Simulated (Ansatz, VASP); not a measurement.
Two plane-wave programs on KTaO3

```xyz
5
Lattice="3.7233 0.0000 0.0000 0.0000 3.7233 0.0000 0.0000 0.0000 4.2007" Properties=species:S:1:pos:R:3 pbc="T T T"
K     1.8617    1.8617    2.1003
Ta    0.0000    0.0000    0.0000
O     1.8617    0.0000    0.0000
O     0.0000    1.8617    0.0000
O     0.0000    0.0000    2.1003
```

Alike in both runs: task single point; functional PBEsol; k mesh 8 × 8 × 8; occupations gaussian, width 0.05 eV; no spin polarisation.

|  | VASP | Ansatz |
| --- | --- | --- |
| version | VASP 6.6.1 | Ansatz 0.2.0 |
| potentials or method | VASP PAW PBE potentials, release 64 (K_sv, Ta_pv, O), cutoff 520 eV | scalar-relativistic, plane waves, PAW |
| valence electrons in the cell | 38 | 40 |

Ansatz gave:

```
gap on the k mesh at the Fermi level (eV) : 2.12
least direct gap on the mesh (eV)         : 2.50
```

What did VASP give for the same quantities?

gap on the k mesh at the Fermi level (eV): 2.07; least direct gap on the mesh (eV): 2.46.

VASP's potentials were made for PBE, not for PBEsol. VASP's potentials hold 38 valence electrons a cell and Ansatz's 40, so a difference there can come from the potentials and not from the codes.

Spin-orbit coupling is off throughout.
